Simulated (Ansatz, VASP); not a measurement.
**One calculation of Bi, two programs**

File INCAR:

```
SYSTEM = Bi
ALGO     = Normal         ! electronic algorithm
EDIFF    = 1E-7           ! SCF threshold, eV
ENCUT    = 520            ! plane-wave cutoff, eV
GGA      = PE             ! functional
ISIF     = 2              ! what is computed and relaxed
ISMEAR   = -1             ! smearing method
LASPH    = .TRUE.         ! aspherical terms in the spheres
LCHARG   = .FALSE.        ! write CHGCAR
LREAL    = .FALSE.        ! projectors in reciprocal space
LWAVE    = .FALSE.        ! write WAVECAR
NBANDS   = 22             ! bands
NELM     = 100            ! most SCF steps
PREC     = Accurate       ! precision mode
SIGMA    = 0.05           ! smearing width, eV
```

The input KPOINTS:

```
k-points
0
G
  11 11 11
  0 0 0
```

POSCAR

```
Bi
1.0
    2.2075272592     -1.2745164574      3.6696575857
    0.0000000000      2.5490329147      3.6696575857
   -2.2075272592     -1.2745164574      3.6696575857
Bi
2
Direct
    0.2422478058      0.2422478058      0.2422478058
   -0.2422478058     -0.2422478058     -0.2422478058
```

Input for Ansatz:

```yaml
crystal:
  lattice:
    - [2.2075272592, -1.2745164574, 3.6696575857]
    - [0.0, 2.5490329147, 3.6696575857]
    - [-2.2075272592, -1.2745164574, 3.6696575857]
  atoms:
    - { symbol: Bi, position: [0.2422478058, 0.2422478058, 0.2422478058] }
    - { symbol: Bi, position: [-0.2422478058, -0.2422478058, -0.2422478058] }
kpoints:
  mp_grid: { grid: [11, 11, 11] }
scf:
  occupations: { method: fermi_dirac, width: 0.05 }
hamiltonian:
  xc: pbe
  pseudopotentials: { kind: all_electron, lapw: { basis_error: 0.001 } }
output:
  forces: true
  stress: true
  eigenvalues: true
  populations: true
```

Change from the starting cell: volume scaled by 0.84, LAPW.

Alike in both runs: task single point; functional PBE; k mesh 11 × 11 × 11; occupations fermi-dirac, width 0.05 eV; no spin polarisation.

|  | VASP | Ansatz |
| --- | --- | --- |
| version | VASP 6.6.1 | Ansatz 0.2.0 |
| potentials or method | VASP PAW PBE potentials, release 64 (Bi_d), cutoff 520 eV | all-electron LAPW, scalar-relativistic |

Ansatz gave:

* pressure (GPa): 8.6

Which values does VASP return?

Pressure (GPa): 8.5.

Ansatz ran all-electron here, and VASP with PAW potentials.

Spin-orbit coupling is off throughout.
